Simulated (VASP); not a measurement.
# Eu (Im-3m) in VASP: notebook

The runs below take Eu through single point, with LDA.

Program: VASP 6.6.1. These are calculated values, not measurements. Logs are shortened: lines on timing, memory, paths and dates and some standing lists are left out, and cuts for length are marked.

## (1) The cell of the first run

Symmetry: Im-3m, No. 229, cubic system. Conventional cell: a = 4.109 Å, b = 4.109 Å, c = 4.109 Å, α = 90.00°, β = 90.00°, γ = 90.00°. Eu (site symmetry m-3m) has 14 Eu at 3.56 to 4.11 Å within 4.7 Å.

## (2) Single point, LDA, collinear spin, ferromagnetic start

File INCAR:

```
PREC = Accurate
ENCUT = 520
EDIFF = 1E-7
ISMEAR = 0
SIGMA = 0.2
LREAL = False
LASPH = True
NELM = 150
ALGO = Normal
ISIF = 2
LWAVE = False
LCHARG = False
ISPIN = 2
MAGMOM = 6.925
LORBIT = 11
LMAXMIX = 6
GGA = CA
NBANDS = 18
```

File KPOINTS:

```
Automatic mesh
0
Gamma
  11 11 11
```

File POSCAR:

```
Eu
1.0
   -2.0544259245      2.0544259245      2.0544259245
    2.0544259245     -2.0544259245      2.0544259245
    2.0544259245      2.0544259245     -2.0544259245
Eu
1
Direct
    0.0000000000      0.0000000000      0.0000000000
```

Potentials or basis: VASP PAW PBE potentials, release 64 (Eu).

Started as:

```console
cat potpaw_PBE.64/Eu/POTCAR > POTCAR
mpirun -np 1 vasp_std > vasp.out
```

OUTCAR:

```text
PREC = Accurate
   ENCUT = 520
   EDIFF = 1E-7
   ISMEAR = 0
   LREAL = False
   LASPH = True
   NELM = 150
   ISIF = 2
   ISPIN = 2
   LORBIT = 11
   GGA = CA

 ion  position               nearest neighbor table
   1  0.000  0.000  0.000-

  LATTYP: Found a body centered cubic cell.
 ALAT       =     4.1088518490

  Lattice vectors:

 A1 = (  -2.0544259245,   2.0544259245,   2.0544259245)
 A2 = (   2.0544259245,  -2.0544259245,   2.0544259245)
 A3 = (   2.0544259245,   2.0544259245,  -2.0544259245)

Analysis of symmetry for initial positions (statically):
=====================================================================
 Subroutine PRICEL returns:
 Original cell was already a primitive cell.

 Routine SETGRP: Setting up the symmetry group for a
 body centered cubic supercell.

 Subroutine GETGRP returns: Found 48 space group operations
 (whereof 48 operations were pure point group operations)
 out of a pool of 48 trial point group operations.

The static configuration has the point symmetry O_h .

Analysis of symmetry for dynamics (positions and initial velocities):
=====================================================================
 Subroutine PRICEL returns:
 Original cell was already a primitive cell.

 Routine SETGRP: Setting up the symmetry group for a
 body centered cubic supercell.

 Subroutine GETGRP returns: Found 48 space group operations
 (whereof 48 operations were pure point group operations)
 out of a pool of 48 trial point group operations.

The dynamic configuration has the point symmetry O_h .

Analysis of structural, dynamic, and magnetic symmetry:
=====================================================================
 Subroutine PRICEL returns:
 Original cell was already a primitive cell.

 Routine SETGRP: Setting up the symmetry group for a
 body centered cubic supercell.

 Subroutine GETGRP returns: Found 48 space group operations
 (whereof 48 operations were pure point group operations)
 out of a pool of 48 trial point group operations.

The overall configuration has the point symmetry O_h .

 Subroutine INISYM returns: Found 48 space group operations
 (whereof 48 operations are pure point group operations),
 and found     1 'primitive' translations

----------------------------------------------------------------------------------------

                                     Primitive cell

  volume of cell :      34.6842

  direct lattice vectors                    reciprocal lattice vectors
    -2.054425924  2.054425924  2.054425924     0.000000000  0.243376991  0.243376991
     2.054425924 -2.054425924  2.054425924     0.243376991  0.000000000  0.243376991
     2.054425924  2.054425924 -2.054425924     0.243376991  0.243376991  0.000000000

  length of vectors
     3.558370082  3.558370082  3.558370082     0.344187042  0.344187042  0.344187042

  position of ions in fractional coordinates (direct lattice)
     0.000000000  0.000000000  0.000000000

  ion indices of the primitive-cell ions
   primitive index   ion index
                 1           1

----------------------------------------------------------------------------------------

 KPOINTS: Automatic mesh

Automatic generation of k-mesh.
 Grid dimensions read from file:
 generate k-points for:   11   11   11

 Generating k-lattice:

  Cartesian coordinates                     Fractional coordinates (reciprocal lattice)
     0.000000000  0.022125181  0.022125181     0.090909091  0.000000000  0.000000000
     0.022125181  0.000000000  0.022125181     0.000000000  0.090909091  0.000000000
     0.022125181  0.022125181  0.000000000     0.000000000  0.000000000  0.090909091

  Length of vectors
     0.031289731  0.031289731  0.031289731

  Shift w.r.t. Gamma in fractional coordinates (k-lattice)
     0.000000000  0.000000000  0.000000000

 Subroutine IBZKPT returns following result:
 ===========================================

 Found     56 irreducible k-points:

 Following reciprocal coordinates:
            Coordinates               Weight
  0.000000  0.000000  0.000000      1.000000
  0.090909  0.000000  0.000000     12.000000
  0.181818  0.000000  0.000000     12.000000
  0.272727  0.000000  0.000000     12.000000
  0.363636  0.000000  0.000000     12.000000
  0.454545  0.000000  0.000000     12.000000
[... 16 lines left out ...]
  0.272727  0.181818  0.090909     48.000000
  0.363636  0.181818  0.090909     24.000000
 [... further k-points ...]
   k-points           NKPTS =     56   k-points in BZ     NKDIM =     56   number of bands    NBANDS=     18
   number of dos      NEDOS =    301   number of ions     NIONS =      1
   total plane-waves  NPLWV =  21952
   dimension x,y,z NGX =    28 NGY =   28 NGZ =   28
   dimension x,y,z NGXF=    56 NGYF=   56 NGZF=   56
   ions per type =               1
   NGX,Y,Z   is equivalent  to a cutoff of  13.08, 13.08, 13.08 a.u.
   NGXF,Y,Z  is equivalent  to a cutoff of  26.16, 26.16, 26.16 a.u.
 SYSTEM =  unknown system
   PREC   = accura    normal or accurate (medium, high low for compatibility)
   ISTART =      0    job   : 0-new  1-cont  2-samecut
   ICHARG =      2    charge: 1-file 2-atom 10-const
   ISPIN  =      2    spin polarized calculation?
   LNONCOLLINEAR =      F non collinear calculations
   LSORBIT =      F    spin-orbit coupling
   LASPH  =      T    aspherical Exc in radial PAW
   ENCUT  =  520.0 eV  38.22 Ry    6.18 a.u.   6.62  6.62  6.62*2*pi/ulx,y,z
   NELM   =    150;   NELMIN=  2; NELMDL= -5     # of ELM steps
   EDIFF  = 0.1E-06   stopping-criterion for ELM
   LREAL  =      F    real-space projection
   EDIFFG = 0.1E-05   stopping-criterion for IOM
   NSW    =      0    number of steps for IOM
   IBRION =     -1    ionic relax: 0-MD 1-quasi-New 2-CG
   NFREE  =      0    steps in history (QN), initial steepest desc. (CG)
   ISIF   =      2    stress and relaxation
   ISYM   =      2    0-nonsym 1-usesym 2-fastsym
   POTIM  = 0.5000    time-step for ionic-motion
   TEBEG  =    0.0;   TEEND  =   0.0 temperature during run
   PSTRESS=    0.0 pullay stress
   NELECT =      17.0000    total number of electrons
   NUPDOWN=      -1.0000    fix difference up-down
   EMIN   =  10.00;   EMAX   =-10.00  energy-range for DOS
   EFERMI =   0.00;   METHOD = LEGACY
   ISMEAR =     0;   SIGMA  =   0.20  broadening in eV -4-tet -1-fermi 0-gaus
   EFERMI_NEDOS =   21; number of points for ismear=-14 and -15
   IALGO  =     38    algorithm
   IMIX   =      4    mixing-type and parameters
     AMIX     =   0.40;   BMIX     =  1.00
     AMIX_MAG =   1.60;   BMIX_MAG =  1.00
  volume/ion in A,a.u.               =      34.68       234.06
  Fermi-wavevector in a.u.,A,eV,Ry     =   1.290765  2.439193 22.668331  1.666075
  Thomas-Fermi vector in A             =   2.422577
   LORBIT       =     11    0 simple, 1 ext, 2 COOP (PROOUT), +10 PAW based schemes
   GGA     = CA    functional components
   LHFCALC =     F    Hartree Fock is set to
   AEXX    =    0.0000 exact exchange contribution
   IVDW    =     0    specifies the selected vdW correction
   LEPSILON=     F    determine dielectric tensor
   LRPA    =     F    only Hartree local field effects (RPA)
 spin polarized calculation
 Gauss-broadening in eV      SIGMA  =   0.20
  energy-cutoff  :      520.00
  volume of cell :       34.68
 maximum number of plane-waves:       959
   NGX = 13   NGY = 13   NGZ = 13

 number of electron      17.0000002 magnetization       7.1169776

 Free energy of the ion-electron system (eV)
  ---------------------------------------------------
  ext. energy  EPLUGINS =         0.00000000
  ---------------------------------------------------
  free energy    TOTEN  =       -11.41965287 eV

  energy without entropy =      -11.38759818  energy(sigma->0) =      -11.40362552

 E-fermi :   2.5588     XC(G=0):  -9.9440

 val. band max:        2.5140161096   @ k =  -0.3636  -0.4545   0.1818
 cond. band min:       2.5931997774   @ k =   0.2727   0.2727   0.1818
 fundamental gap:      0.0791836678
 Fermi energy:         2.5587650262

 spin component 1

 k-point     1 :       0.0000    0.0000    0.0000
  band No.  band energies     occupation
      1     -38.6776      1.00000
      2     -17.1689      1.00000
      3     -17.1689      1.00000
      4     -17.1689      1.00000
      5      -1.9249      1.00000
      6       1.9606      0.99999
[... 10 lines left out ...]
     17       6.6452      0.00000
     18      13.1616      0.00000

 k-point     2 :       0.0909    0.0000    0.0000
  band No.  band energies     occupation
      1     -38.6710      1.00000
      2     -17.2404      1.00000
      3     -17.1904      1.00000
      4     -17.1694      1.00000
      5      -1.6858      1.00000
      6       1.9556      0.99999
[... 10 lines left out ...]
     17       6.6585      0.00000
     18      13.3873      0.00000
[... 442 lines left out ...]
 k-point    24 :       0.3636    0.1818    0.0909
  band No.  band energies     occupation
      1     -38.5900      1.00000
      2     -17.8519      1.00000
      3     -17.5446      1.00000
      4     -17.3060      1.00000
      5       1.5927      1.00000
      6       1.9994      0.99996
[... 10 lines left out ...]
     17       9.5757      0.00000
     18      10.7720      0.00000

 [... further k-points ...]

 spin component 2

 k-point     1 :       0.0000    0.0000    0.0000
  band No.  band energies     occupation
      1     -35.8882      1.00000
      2     -14.9944      1.00000
      3     -14.9944      1.00000
      4     -14.9944      1.00000
      5      -1.2524      1.00000
      6       5.4382      0.00000
[... 10 lines left out ...]
     17       7.6589      0.00000
     18      14.1178      0.00000

 k-point     2 :       0.0909    0.0000    0.0000
  band No.  band energies     occupation
      1     -35.8800      1.00000
      2     -15.0829      1.00000
      3     -15.0202      1.00000
      4     -14.9953      1.00000
      5      -0.9995      1.00000
      6       5.1647      0.00000
[... 10 lines left out ...]
     17       7.7366      0.00000
     18      14.3372      0.00000
[... 442 lines left out ...]
 k-point    24 :       0.3636    0.1818    0.0909
  band No.  band energies     occupation
      1     -35.7791      1.00000
      2     -15.8223      1.00000
      3     -15.4494      1.00000
      4     -15.1638      1.00000
      5       2.4464      0.78655
      6       3.4799      0.00000
[... 10 lines left out ...]
     17      10.7946      0.00000
     18      12.0667      0.00000

 [... further k-points ...]

------------------------ aborting loop because EDIFF is reached ----------------------------------------

  FORCE on cell =-STRESS in cart. coord.  units (eV):
  Direction    XX          YY          ZZ          XY          YZ          ZX
  --------------------------------------------------------------------------------------
  -------------------------------------------------------------------------------------
  Total       -0.0725837     -0.0725837     -0.0725837      0.0000000      0.0000000     -0.0000000
  in kB       -3.3528828     -3.3528828     -3.3528828      0.0000000      0.0000000     -0.0000000
  external PRESSURE =      -3.3528828 kB  Pullay stress =       0.0000000 kB

 VOLUME and BASIS-vectors are now :
 -----------------------------------------------------------------------------
  energy-cutoff  :      520.00
  volume of cell :       34.68
      direct lattice vectors                 reciprocal lattice vectors
    -2.054425924  2.054425924  2.054425924     0.000000000  0.243376991  0.243376991
     2.054425924 -2.054425924  2.054425924     0.243376991  0.000000000  0.243376991
     2.054425924  2.054425924 -2.054425924     0.243376991  0.243376991  0.000000000

 POSITION                                       TOTAL-FORCE (eV/Angst)
 -----------------------------------------------------------------------------------
      0.00000      0.00000      0.00000         0.000000     -0.000000      0.000000
 -----------------------------------------------------------------------------------
    total drift:                               -0.000000     -0.000000     -0.000000

  FREE ENERGIE OF THE ION-ELECTRON SYSTEM (eV)
  ---------------------------------------------------
  free  energy   TOTEN  =       -11.4196528684 eV

  energy  without entropy=      -11.3875981767  energy(sigma->0) =      -11.40362552

 total charge

# of ion       s       p       d       f       tot
--------------------------------------------------
    1        2.094   5.639   0.404   6.579  14.716

 magnetization (x)

# of ion       s       p       d       f       tot
--------------------------------------------------
    1        0.002  -0.069   0.128   6.572   6.633
```

Run time: 55 s. Hardware: 1 thread of Intel Xeon 6975P-C (Granite Rapids), shared host; peak memory 0.2 GiB.

What came out:

```
Free energy                                           : -11.4197 eV
Pressure                                              : -0.3 GPa
Net moment                                            : 7.12 μB per cell
Site moments                                          : Eu +6.63 μB
Valence electrons inside the program's atomic spheres : Eu 14.72
```

Caveat: the PAW data sets were made with another functional, which shifts forces and pressure a little; spin-orbit coupling is left out, which moves the levels of the heavy elements; semilocal functionals describe open f shells poorly, which spoils levels, moments and volumes. The state reached can hang on the start; a lower one may exist.

(Continued in part 2 of 2.)
